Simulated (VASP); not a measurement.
A run of VASP 6.6.1:

POSCAR

```
BaF2
1.0
    0.0000000000      3.1230009549      3.1230009549
    3.1230009549      0.0000000000      3.1230009549
    3.1230009549      3.1230009549      0.0000000000
Ba F
1 2
Direct
    0.0000000000      0.0000000000      0.0000000000
    0.2500000000      0.2500000000      0.2500000000
    0.7500000000      0.7500000000      0.7500000000
```

The input INCAR.step1:

```
SYSTEM = BaF2
PREC = Accurate
ENCUT = 660
ISMEAR = -1
SIGMA = 0.02
LREAL = .FALSE.
LASPH = .TRUE.
NELM = 120
GGA = PE
ALGO = Normal
EDIFF = 1E-5
LWAVE = .TRUE.
LCHARG = .FALSE.
GGA_COMPAT = .FALSE.
IBRION = 2
ISIF = 3
EDIFFG = -0.005
NELMIN = 4
NSW = 100
```

The input INCAR.step2:

```
SYSTEM = BaF2
PREC = Accurate
ENCUT = 660
EDIFF = 1E-7
ISMEAR = -1
SIGMA = 0.02
LREAL = .FALSE.
LASPH = .TRUE.
NELM = 120
ALGO = Normal
ISIF = 3
LWAVE = .FALSE.
LCHARG = .FALSE.
METAGGA = R2SCAN
LMIXTAU = .TRUE.
IBRION = 2
NSW = 80
EDIFFG = -0.005
ISTART = 1
GGA_COMPAT = .FALSE.
NELMIN = 4
```

KPOINTS

```
Automatic mesh
0
G
  6 6 6
  0 0 0
```

Potentials or basis: VASP PAW PBE potentials, release 64 (Ba_sv, F).

Command:

```sh
$ cat potpaw_PBE.64/Ba_sv/POTCAR potpaw_PBE.64/F/POTCAR > POTCAR
$ cp INCAR.step1 INCAR
$ mpirun -np 1 vasp_std > vasp.out
$ cp INCAR.step2 INCAR
$ mpirun -np 1 vasp_std > vasp.out
```

Hardware: 1 thread of Intel(R) Xeon(R) Platinum 8488C (Sapphire Rapids), with other jobs on the host.

Problem. How long does it take, and how much memory?

Solution. It took 4.3 min on 1 thread of Intel(R) Xeon(R) Platinum 8488C (Sapphire Rapids), on a shared host, peak memory 0.27 GiB. Counts: k points 16, ion steps 3.
